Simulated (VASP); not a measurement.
# Be (a cell with a defect) in VASP: further runs

Be (a cell with a defect) is run at these levels: PBE; tasks: single point.

Program: VASP 6.6.1. These are calculated values, not measurements. Logs are shortened: lines on timing, memory, paths and dates and some standing lists are left out, and cuts for length are marked.

## (1) The cell of the first run

The cell holds a defect, 17 atoms: a = 4.580 Å, b = 3.966 Å, c = 7.177 Å, α = 90.00°, β = 90.00°, γ = 90.00°.

## (2) Single point, PBE

INCAR

```
PREC = Accurate
ENCUT = 520
EDIFF = 1E-7
ISMEAR = 0
SIGMA = 0.15
LREAL = Auto
LASPH = True
NELM = 60
ALGO = Normal
ISIF = 2
LWAVE = False
LCHARG = False
GGA = PE
NBANDS = 31
```

KPOINTS

```
Automatic mesh
0
Gamma
  5 5 3
```

POSCAR

```
Be
1.0
   -2.2900000000     -3.9663960000      0.0000000000
    3.4350000000     -1.9831980000      0.0000000000
    0.0000000000      0.0000000000      7.1768600000
Be
17
Direct
    0.7507884562      0.4895204051      0.0037265641
    0.4455751036      0.2003997309      0.2144028009
    0.8478115088      0.6053527745      0.5065473076
    0.5429465456      0.3158312500      0.7174701973
    0.5267786241     -0.0266006903     -0.0321288218
    0.1469340381      0.9029443944      0.3602331121
    0.5075348498     -0.0686876639      0.4803989855
    0.2366112105      0.8204844859      0.7073192958
    0.2825989436      0.4657535365     -0.0364903858
    0.0070028296      0.3822715685      0.2475698882
    0.2868718159      0.4240826349      0.4734565587
    0.0114247182      0.3395373374      0.7575473270
    0.0579611961     -0.0153065941      0.0144543453
    0.7860449569      0.8751471418      0.2408588530
   -0.1086953534      0.1130101460      0.5258692743
    0.7685835102      0.8333529002      0.7536878269
    0.4028438461      0.6926262420      0.1948721708
```

Potentials or basis: VASP PAW PBE potentials, release 64 (Be).

Started as:

```
> cat potpaw_PBE.64/Be/POTCAR > POTCAR
> mpirun -np 1 vasp_std > vasp.out
```

OUTCAR:

```text
PREC = Accurate
   ENCUT = 520
   EDIFF = 1E-7
   ISMEAR = 0
   LREAL = Auto
   LASPH = True
   NELM = 60
   ISIF = 2
   GGA = PE

 ion  position               nearest neighbor table
   1  0.751  0.490  0.004-  10 2.15   9 2.17   5 2.19  12 2.21  17 2.25  16 2.26  14 2.29   5 2.30
                             2 2.36   4 2.37
   2  0.446  0.200  0.214-  17 1.97   5 2.02  17 2.03  14 2.03   6 2.09  10 2.15  11 2.18   7 2.21
                             9 2.22   1 2.36
   3  0.848  0.605  0.507-  15 1.97  16 2.02  15 2.03   7 2.03   6 2.09  11 2.15  10 2.18  14 2.20
                            12 2.22   4 2.36
   4  0.543  0.316  0.717-  11 2.15  12 2.17  16 2.19   9 2.21   5 2.25  15 2.25   7 2.29  16 2.31
                             3 2.36   1 2.37
   5  0.527  0.973  0.968-  16 1.97   2 2.02  17 2.05  13 2.17   1 2.19   9 2.25   4 2.25   9 2.30
                             1 2.30  14 2.32   8 2.37
   6  0.147  0.903  0.360-  17 1.86  15 1.86  14 1.86   7 1.87   2 2.09   3 2.09  11 2.16  10 2.16
                            10 2.31  11 2.31
   7  0.508  0.931  0.480-   6 1.87  15 1.93   3 2.03   8 2.09  14 2.15  11 2.20   2 2.21  11 2.25
                             4 2.29  17 2.31  16 2.33
   8  0.237  0.820  0.707-   7 2.09  16 2.17  12 2.20  11 2.31   9 2.32  12 2.33  15 2.35   5 2.37
[... 11 lines left out ...]
  14  0.786  0.875  0.241-   6 1.86  17 1.93   2 2.03  13 2.09   7 2.15  10 2.20   3 2.20  10 2.25
                             1 2.29  15 2.30   5 2.32
  15  0.891  0.113  0.526-   6 1.86   7 1.93   3 1.97  12 1.97   3 2.03  16 2.05  11 2.22   4 2.25
                            14 2.30  10 2.33   8 2.35
  16  0.769  0.833  0.754-   5 1.97   3 2.02  15 2.05   8 2.17   4 2.19  12 2.25   1 2.26  12 2.30
                             4 2.31   7 2.33  13 2.37
  17  0.403  0.693  0.195-   6 1.86  14 1.93   2 1.97   9 1.97   2 2.03   5 2.05  10 2.22   1 2.25
                             7 2.31  11 2.33  13 2.35

  LATTYP: Found a simple orthorhombic cell.
 ALAT       =     3.9663962620
 B/A-ratio  =     1.1547004875
 C/A-ratio  =     1.8094157835

  Lattice vectors:

 A1 = (  -3.4350000000,   1.9831980000,   0.0000000000)
 A2 = (  -2.2900000000,  -3.9663960000,   0.0000000000)
 A3 = (   0.0000000000,   0.0000000000,   7.1768600000)

Analysis of symmetry for initial positions (statically):
=====================================================================
 Subroutine PRICEL returns:
 Original cell was already a primitive cell.

 Routine SETGRP: Setting up the symmetry group for a
 simple orthorhombic supercell.

 Subroutine GETGRP returns: Found  1 space group operations
 (whereof  1 operations were pure point group operations)
 out of a pool of  8 trial point group operations.

The static configuration has the point symmetry C_1 .

Analysis of symmetry for dynamics (positions and initial velocities):
=====================================================================
 Subroutine PRICEL returns:
 Original cell was already a primitive cell.

 Routine SETGRP: Setting up the symmetry group for a
 simple orthorhombic supercell.

 Subroutine GETGRP returns: Found  1 space group operations
 (whereof  1 operations were pure point group operations)
 out of a pool of  8 trial point group operations.

The dynamic configuration has the point symmetry C_1 .

 Subroutine INISYM returns: Found  1 space group operations
 (whereof  1 operations are pure point group operations),
 and found     1 'primitive' translations

----------------------------------------------------------------------------------------

                                     Primitive cell

  volume of cell :     130.3755

  direct lattice vectors                    reciprocal lattice vectors
    -2.290000000 -3.966396000  0.000000000    -0.109170306 -0.189088533  0.000000000
     3.435000000 -1.983198000  0.000000000     0.218340611 -0.126059022  0.000000000
     0.000000000  0.000000000  7.176860000     0.000000000  0.000000000  0.139336702

  length of vectors
[... 46 lines left out ...]
   PSTRESS=    0.0 pullay stress
   NELECT =      34.0000    total number of electrons
   NUPDOWN=      -1.0000    fix difference up-down
   EMIN   =  10.00;   EMAX   =-10.00  energy-range for DOS
   EFERMI =   0.00;   METHOD = LEGACY
   ISMEAR =     0;   SIGMA  =   0.15  broadening in eV -4-tet -1-fermi 0-gaus
   EFERMI_NEDOS =   21; number of points for ismear=-14 and -15
   IALGO  =     38    algorithm
   IMIX   =      4    mixing-type and parameters
     AMIX     =   0.40;   BMIX     =  1.00
     AMIX_MAG =   1.60;   BMIX_MAG =  1.00
  volume/ion in A,a.u.               =       7.67        51.75
  Fermi-wavevector in a.u.,A,eV,Ry     =   1.045930  1.976520 14.884349  1.093969
  Thomas-Fermi vector in A             =   2.180746
   LORBIT       =      0    0 simple, 1 ext, 2 COOP (PROOUT), +10 PAW based schemes
   GGA     = PE    functional components
   LHFCALC =     F    Hartree Fock is set to
   AEXX    =    0.0000 exact exchange contribution
   IVDW    =     0    specifies the selected vdW correction
   LEPSILON=     F    determine dielectric tensor
   LRPA    =     F    only Hartree local field effects (RPA)
 non-spin polarized calculation
 Gauss-broadening in eV      SIGMA  =   0.15
  energy-cutoff  :      520.00
  volume of cell :      130.38
 maximum number of plane-waves:      3529
 NGX is ok and might be reduce to    36
   NGX = 17   NGY = 15   NGZ = 27

 number of electron      34.0000000 magnetization

 Free energy of the ion-electron system (eV)
  ---------------------------------------------------
  ext. energy  EPLUGINS =         0.00000000
  ---------------------------------------------------
  free energy    TOTEN  =       -59.89200537 eV

  energy without entropy =      -59.86484616  energy(sigma->0) =      -59.87842576

 E-fermi :   7.1521     XC(G=0): -10.6738

 val. band max:        7.1488196441   @ k =   0.4000   0.2000   0.0000
 cond. band min:       7.1776001927   @ k =  -0.2000   0.2000   0.0000
 fundamental gap:      0.0287805486
 Fermi energy:         7.1521471838

 k-point     1 :       0.0000    0.0000    0.0000
  band No.  band energies     occupation
      1      -4.2669      2.00000
      2      -2.2082      2.00000
      3      -2.1075      2.00000
      4       0.7284      2.00000
      5       1.1268      2.00000
      6       2.0531      2.00000
[... 757 lines left out ...]
     28      12.2528      0.00000
     29      12.8320      0.00000

 [... further k-points ...]

 [bands above 29 left out]

------------------------ aborting loop because EDIFF is reached ----------------------------------------

  FORCE on cell =-STRESS in cart. coord.  units (eV):
  Direction    XX          YY          ZZ          XY          YZ          ZX
  --------------------------------------------------------------------------------------
  -------------------------------------------------------------------------------------
  Total       12.1825192     11.6931589      5.7509456      4.1960861      0.2674837      9.1010505
  in kB      149.7102942    143.6965731     70.6730469     51.5654665      3.2870924    111.8422978
  external PRESSURE =     121.3599714 kB  Pullay stress =       0.0000000 kB

 VOLUME and BASIS-vectors are now :
 -----------------------------------------------------------------------------
  energy-cutoff  :      520.00
  volume of cell :      130.38
      direct lattice vectors                 reciprocal lattice vectors
    -2.290000000 -3.966396000  0.000000000    -0.109170306 -0.189088533  0.000000000
     3.435000000 -1.983198000  0.000000000     0.218340611 -0.126059022  0.000000000
     0.000000000  0.000000000  7.176860000     0.000000000  0.000000000  0.139336702

 POSITION                                       TOTAL-FORCE (eV/Angst)
 -----------------------------------------------------------------------------------
     -0.03780     -3.94874      0.02675         0.002290     -0.015791     -0.008597
     -0.33199     -2.16476      1.53874         0.005649      0.006718     -0.000915
      0.13790     -4.56329      3.63542        -0.003489     -0.011548      0.010995
     -0.15847     -2.77990      5.14918         0.009648     -0.000094      0.003293
      2.13730     -4.01986      6.94628        -0.012265      0.006202     -0.007312
      2.76514     -2.37352      2.58534        -0.005460     -0.001325      0.002536
[... 9 lines left out ...]
      1.10251     -4.70121      5.40911        -0.005460      0.032804     -0.012343
      1.45666     -2.97145      1.39857         0.010862      0.010478      0.011839
 -----------------------------------------------------------------------------------
    total drift:                                0.001878      0.000843      0.001768

  FREE ENERGIE OF THE ION-ELECTRON SYSTEM (eV)
  ---------------------------------------------------
  free  energy   TOTEN  =       -59.8920053695 eV

  energy  without entropy=      -59.8648461600  energy(sigma->0) =      -59.87842576
```

Wall time 4.1 min (1 thread of Intel Xeon Platinum 8488C (Sapphire Rapids), shared host); peak memory 0.27 GiB.

What came out:

* Free energy: -59.8920 eV
* Pressure: 12.1 GPa
* Largest force: 0.035 eV/Å
* Band gap on the k mesh: zero (band 17 reaches 7.61 eV, above the bottom of band 18 at 6.54 eV)

Forces in eV/Å, atoms in the order of the input:
```
Be   0.002 -0.016 -0.009
Be   0.006  0.007 -0.001
Be  -0.003 -0.012  0.011
Be   0.010  0.000  0.003
Be  -0.012  0.006 -0.007
Be  -0.005 -0.001  0.003
Be  -0.006 -0.005 -0.001
Be   0.016 -0.007 -0.010
Be   0.019  0.003 -0.011
Be  -0.006 -0.001 -0.005
Be   0.000 -0.001  0.002
Be  -0.014 -0.010  0.012
Be  -0.013 -0.003  0.000
Be   0.005  0.015  0.002
Be  -0.003 -0.019  0.011
Be  -0.005  0.033 -0.012
Be   0.011  0.010  0.012
```

Levels at points of the mesh, in eV from the Fermi level:
```csv
k point,band 15,band 16,band 17,band 18,band 19,band 20
"(0.00, 0.00, 0.00)",-2.39,-0.79,0.16,0.71,0.89,1.14
```

## (3) Single point, PBE

INCAR

```
ALGO     = Normal         # electronic algorithm
EDIFF    = 1E-6           # SCF threshold, eV
ENCUT    = 520            # plane-wave cutoff, eV
GGA      = PE             # functional
ISIF     = 2              # what is computed and relaxed
ISMEAR   = 0              # smearing method
LASPH    = True           # aspherical terms in the spheres
LCHARG   = False          # write CHGCAR
LREAL    = Auto         
LWAVE    = False          # write WAVECAR
NBANDS   = 31             # bands
NELM     = 80             # most SCF steps
PREC     = Accurate       # precision mode
SIGMA    = 0.15           # smearing width, eV
```

KPOINTS

```
k-points
0
Gamma
  5 5 3
```

POSCAR

```
Be
1.0
   -2.2900000000     -3.9663960000      0.0000000000
    3.4350000000     -1.9831980000      0.0000000000
    0.0000000000      0.0000000000      7.1768600000
Be
17
Direct
    0.8489015960      0.6047620181     -0.0069782498
    0.4441907199      0.1991952606      0.2859689107
    0.7503321721      0.4891911273      0.4963788969
    0.5424973614      0.3146217100      0.7826036739
    0.5076065601     -0.0700403944      0.0199515854
    0.1465159643      0.9019699878      0.1397166896
    0.5261872239     -0.0275168172      0.5323204801
    0.2351505473      0.8203667102      0.7936643779
    0.2864585943      0.4229510991      0.0267914170
    0.0063558766      0.3810042080      0.2522574907
    0.2820696061      0.4658425530      0.5369511777
    0.0104493115      0.3380745495      0.7420067076
   -0.1085170674      0.1120299053     -0.0261554110
    0.7851868494      0.8740867000      0.2589992766
    0.0578310477     -0.0164233439      0.4852359341
    0.7669712667      0.8317975441      0.7466419559
    0.4017807703      0.6918743325      0.3053730068
```

Potentials or basis: VASP PAW PBE potentials, release 64 (Be).

Started as:

```
> cat potpaw_PBE.64/Be/POTCAR > POTCAR
> mpirun -np 1 vasp_std > vasp.out
```

Run time: 3.3 min. Hardware: 1 thread of Intel Xeon Platinum 8488C (Sapphire Rapids), shared host; peak memory 0.27 GiB.

It converged, with:

```yaml
Free_energy: -59.8922 eV
Pressure: 12.2 GPa
Largest_force: 0.022 eV/Å
Band_gap_on_the_k_mesh: zero (band 17 reaches 7.62 eV, above the bottom of band 18 at 6.53 eV)
```

Forces on the atoms (eV/Å):
```
Be  -0.001  0.018  0.002
Be   0.009 -0.017 -0.001
Be  -0.008 -0.005 -0.005
Be   0.016  0.005  0.008
Be  -0.004 -0.007 -0.006
Be  -0.001  0.002 -0.004
Be   0.001  0.003  0.007
Be  -0.005 -0.005 -0.009
Be  -0.013 -0.010 -0.010
Be   0.012  0.005  0.012
Be  -0.003  0.012 -0.001
Be  -0.002 -0.022  0.004
Be   0.017  0.003 -0.007
Be  -0.001  0.001  0.006
Be   0.004  0.005  0.007
Be  -0.008  0.008 -0.001
Be  -0.014  0.005 -0.002
```

Stress tensor (GPa, compression positive):
```
 14.97   5.20 -11.28
  5.20  14.32  -0.28
-11.28  -0.28   7.21
```

Levels at points of the mesh, in eV from the Fermi level:
```
           k point  band 15  band 16  band 17  band 18  band 19  band 20
(0.00, 0.00, 0.00)    -2.40    -0.80     0.16     0.71     0.90     1.14
```

## (4) Single point, PBE

INCAR

```
SYSTEM = Be
ALGO     = Normal         ! electronic algorithm
EDIFF    = 1E-7           ! SCF threshold, eV
ENCUT    = 520            ! plane-wave cutoff, eV
GGA      = PE             ! functional
ISIF     = 2              ! what is computed and relaxed
ISMEAR   = 0              ! smearing method
LASPH    = .True.         ! aspherical terms in the spheres
LCHARG   = .True.         ! write CHGCAR
LELF     = .True.         ! ELF
LREAL    = Auto         
LVHAR    = .True.       
LWAVE    = .False.        ! write WAVECAR
NBANDS   = 31             ! bands
NELM     = 80             ! most SCF steps
PREC     = Accurate       ! precision mode
SIGMA    = 0.15           ! smearing width, eV
```

KPOINTS

```
k-points
0
Gamma
  5 5 3
  0 0 0
```

POSCAR

```
Be
1.0
   -2.2900000000     -3.9663960000      0.0000000000
    3.4350000000     -1.9831980000      0.0000000000
    0.0000000000      0.0000000000      7.1768600000
Be
17
Direct
    0.7507884179      0.4895203718      0.0037265601
    0.4455751786      0.2003997552      0.2144028168
    0.8478116330      0.6053527335      0.5065472923
    0.5429465358      0.3158313150      0.7174701750
    0.5267785420     -0.0266006227     -0.0321288140
    0.1469340247      0.9029443717      0.3602331660
    0.5075348648     -0.0686876739      0.4803989488
    0.2366111693      0.8204845932      0.7073193569
    0.2825989611      0.4657536015     -0.0364903314
    0.0070028298      0.3822714644      0.2475698286
    0.2868718481      0.4240825421      0.4734564977
    0.0114247865      0.3395373395      0.7575473118
    0.0579611551     -0.0153065371      0.0144543714
    0.7860450786      0.8751470829      0.2408588157
   -0.1086952700      0.1130101402      0.5258692520
    0.7685834382      0.8333528598      0.7536878245
    0.4028437796      0.6926262752      0.1948721307
```

Started as:

```
> cat potpaw_PBE.64/Be/POTCAR > POTCAR
> mpirun -np 1 vasp_std > vasp.out
```

Run time: 4 min. Hardware: 1 thread of Intel Xeon Platinum 8488C (Sapphire Rapids), shared host; peak memory 0.27 GiB.

It converged, with:

| Property | Result |
| --- | --- |
| Free energy | -59.8920 eV |
| Pressure | 12.1 GPa |
| Largest force | 0.035 eV/Å |
| Band gap on the k mesh | zero (band 17 reaches 7.61 eV, above the bottom of band 18 at 6.54 eV) |

Forces on the atoms (eV/Å):
```
Be   0.002 -0.016 -0.009
Be   0.006  0.007 -0.001
Be  -0.003 -0.012  0.011
Be   0.010  0.000  0.003
Be  -0.012  0.006 -0.007
Be  -0.005 -0.001  0.003
Be  -0.007 -0.005 -0.001
Be   0.016 -0.007 -0.010
Be   0.019  0.003 -0.011
Be  -0.006 -0.001 -0.005
Be   0.000 -0.001  0.002
Be  -0.014 -0.010  0.012
Be  -0.013 -0.003  0.000
Be   0.005  0.015  0.002
Be  -0.003 -0.019  0.011
Be  -0.005  0.033 -0.012
Be   0.011  0.010  0.012
```

Stress tensor (GPa, compression positive):
```
14.97  5.16 11.18
 5.16 14.37  0.33
11.18  0.33  7.07
```

Levels at points of the mesh, in eV from the Fermi level:
```tsv
k point	band 13	band 14	band 15	band 16	band 17	band 18	band 19	band 20	band 21	band 22
(0.00, 0.00, 0.00)	-3.59	-3.11	-2.39	-0.79	0.16	0.71	0.89	1.14	1.81	2.56
```

## (5) Single point, PBE

INCAR

```
SYSTEM = Be
ALGO = Normal ; EDIFF = 1E-7
ENCUT = 520 ; GGA = PE
ISIF = 2 ; ISMEAR = 0
LASPH = .TRUE. ; LCHARG = .FALSE.
LREAL = Auto ; LWAVE = .FALSE.
NBANDS = 31 ; NELM = 80
PREC = Accurate ; SIGMA = 0.15
```

KPOINTS

```
k-points
0
G
  5 5 3
  0 0 0
```

POSCAR

```
Be
1.0
   -2.2900000000     -3.9663960000      0.0000000000
    3.4350000000     -1.9831980000      0.0000000000
    0.0000000000      0.0000000000      7.1768600000
Be
17
Direct
    0.8489016356      0.6047620802     -0.0069782607
    0.4441907287      0.1991952747      0.2859689335
    0.7503320815      0.4891911111      0.4963789178
    0.5424974121      0.3146218555      0.7826036735
    0.5076066488     -0.0700404001      0.0199516223
    0.1465159249      0.9019698597      0.1397166728
    0.5261872978     -0.0275167650      0.5323205413
    0.2351505721      0.8203667569      0.7936643602
    0.2864585780      0.4229511335      0.0267913823
    0.0063559863      0.3810041364      0.2522575332
    0.2820696234      0.4658426310      0.5369511179
    0.0104493514      0.3380745312      0.7420066714
   -0.1085170546      0.1120299694     -0.0261554496
    0.7851868466      0.8740867187      0.2589993395
    0.0578309988     -0.0164232933      0.4852358831
    0.7669713082      0.8317974660      0.7466419855
    0.4017807287      0.6918741976      0.3053729625
```

Started as:

```
> cat potpaw_PBE.64/Be/POTCAR > POTCAR
> mpirun -np 1 vasp_std > vasp.out
```

Wall time 3.6 min (1 thread of Intel Xeon Platinum 8488C (Sapphire Rapids), shared host); peak memory 0.27 GiB.

Results (log left out):

```
Free energy            : -59.8922 eV
Pressure               : 12.2 GPa
Largest force          : 0.022 eV/Å
Band gap on the k mesh : zero (band 17 reaches 7.62 eV, above the bottom of band 18 at 6.53 eV)
```

Forces on the atoms (eV/Å):
```
Be  -0.001  0.018  0.002
Be   0.009 -0.017 -0.001
Be  -0.008 -0.005 -0.005
Be   0.016  0.005  0.008
Be  -0.004 -0.007 -0.006
Be  -0.001  0.002 -0.004
Be   0.001  0.003  0.007
Be  -0.006 -0.005 -0.009
Be  -0.013 -0.010 -0.010
Be   0.012  0.005  0.012
Be  -0.003  0.012 -0.001
Be  -0.002 -0.022  0.004
Be   0.017  0.003 -0.007
Be  -0.001  0.001  0.006
Be   0.004  0.004  0.007
Be  -0.008  0.008 -0.001
Be  -0.014  0.005 -0.002
```

Stress tensor (GPa, compression positive):
```
 14.97   5.20 -11.28
  5.20  14.32  -0.28
-11.28  -0.28   7.22
```

Levels at points of the mesh, in eV from the Fermi level:
| k point | band 15 | band 16 | band 17 | band 18 | band 19 | band 20 |
| --- | --- | --- | --- | --- | --- | --- |
| (0.00, 0.00, 0.00) | -2.40 | -0.80 | 0.16 | 0.71 | 0.90 | 1.14 |
